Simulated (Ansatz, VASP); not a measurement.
# One calculation of Y, two programs

Contents of INCAR:

```
SYSTEM = Y
PREC = Accurate
ENCUT = 520
EDIFF = 1E-7
ISMEAR = 0
SIGMA = 0.15
LREAL = .FALSE.
LASPH = .TRUE.
NELM = 80
ALGO = Fast
ISIF = 2
LWAVE = .FALSE.
LCHARG = .FALSE.
GGA = PE
NBANDS = 18
```

Contents of KPOINTS:

```
regular mesh
0
G
  18 18 8
  0 0 0
```

POSCAR

```
Y
1.0
    3.6514992371      0.0000000000      0.0000000000
   -1.8257496185      3.1622911012      0.0000000000
    0.0000000000      0.0000000000      5.6037150000
Y
2
Direct
    0.3333333333      0.6666666667      0.2500000000
    0.6666666667      0.3333333333      0.7500000000
```

Input for Ansatz:

```yaml
crystal:
  lattice:
    - [3.6514992371, 0.0, 0.0]
    - [-1.8257496185, 3.1622911012, 0.0]
    - [0.0, 0.0, 5.603715]
  atoms:
    - { symbol: "Y", position: [0.3333333333, 0.6666666667, 0.25] }
    - { symbol: "Y", position: [0.6666666667, 0.3333333333, 0.75] }
basis:
  ecutwfc: 420
kpoints:
  mp_grid: { grid: [18, 18, 8] }
hamiltonian:
  xc: pbe
scf:
  occupations: { method: gaussian, width: 0.15 }
output:
  forces: true
  stress: true
  eigenvalues: true
```

Change from the starting cell: strain +0.000 along x and y, -0.025 along z, atoms carried along.

Alike in both runs: task single point; functional PBE; k mesh 18 × 18 × 8; occupations gaussian, width 0.15 eV; no spin polarisation.

|  | VASP | Ansatz |
| --- | --- | --- |
| version | VASP 6.6.1 | Ansatz 0.2.0 |
| potentials or method | VASP PAW PBE potentials, release 64 (Y_sv), cutoff 520 eV | scalar-relativistic, plane waves, PAW |
| valence electrons in the cell | 22 | 22 |

VASP gave:

* gap on the k mesh at the Fermi level (eV): none
* pressure (GPa): 0.6
* traceless stress, the component that is largest in VASP (GPa): 0.52

Problem. Estimate Ansatz's values.

Solution. gap on the k mesh at the Fermi level (eV): none; pressure (GPa): 0.7; traceless stress, the component that is largest in VASP (GPa): 0.52.

A gap of «none» marks a metal or a gap that the smearing closes.
